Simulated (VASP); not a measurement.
Set up this calculation in VASP 6.6.1, as the native input.

```yaml
Task: single point
Functional: PBE
Potentials_or_basis: VASP PAW PBE potentials, release 64 (N, Ga_d, As)
Cutoff: 520 eV
k_mesh: 6 × 6 × 6
Occupations: fermi-dirac, width 0.02 eV
Spin: no spin polarisation
Dipole_correction: no
Further_INCAR_settings: ALGO = Normal; EDIFF = 1e-07; NBANDS = 46
```

The structure of Ga2AsN lies in POSCAR:

```
Ga2AsN
1.0
   -2.5841730928      2.5841730928      5.0205530970
    2.5841730928     -2.5841730928      5.0205530970
    2.5841730928      2.5841730928     -5.0205530970
N Ga As
2 4 2
Direct
    0.0000000000      0.0000000000      0.0000000000
    0.2500000000      0.7500000000      0.5000000000
    0.6250000000      0.6957927541      0.5707927541
    0.9457927541      0.3750000000      0.0707927541
    0.1250000000      0.0542072459      0.4292072459
    0.3042072459      0.8750000000     -0.0707927541
    0.5000000000      0.5000000000      0.0000000000
    0.7500000000      0.2500000000      0.5000000000
```

One way to write it, as run:

INCAR

```
SYSTEM = Ga2AsN
PREC = Accurate
ENCUT = 520
EDIFF = 1E-7
ISMEAR = -1
SIGMA = 0.02
LREAL = .FALSE.
LASPH = .TRUE.
NELM = 60
ALGO = Normal
ISIF = 2
LWAVE = .FALSE.
LCHARG = .FALSE.
GGA = PE
NBANDS = 46
```

KPOINTS

```
regular mesh
0
G
  6 6 6
  0 0 0
```

Potentials or basis: VASP PAW PBE potentials, release 64 (N, Ga_d, As).

The run is started by

```bash
$ cat potpaw_PBE.64/N/POTCAR potpaw_PBE.64/Ga_d/POTCAR potpaw_PBE.64/As/POTCAR > POTCAR
$ mpirun -np 1 vasp_std > vasp.out
```

Results of the run:

| Quantity | Value |
| --- | --- |
| Pressure | 0.2 GPa |
| Band gap on the k mesh | 0.36 eV, direct |

Run time: 9.5 min on 1 thread of Oxide Virtual Turin-like Processor (shared host), peak memory 0.36 GiB.
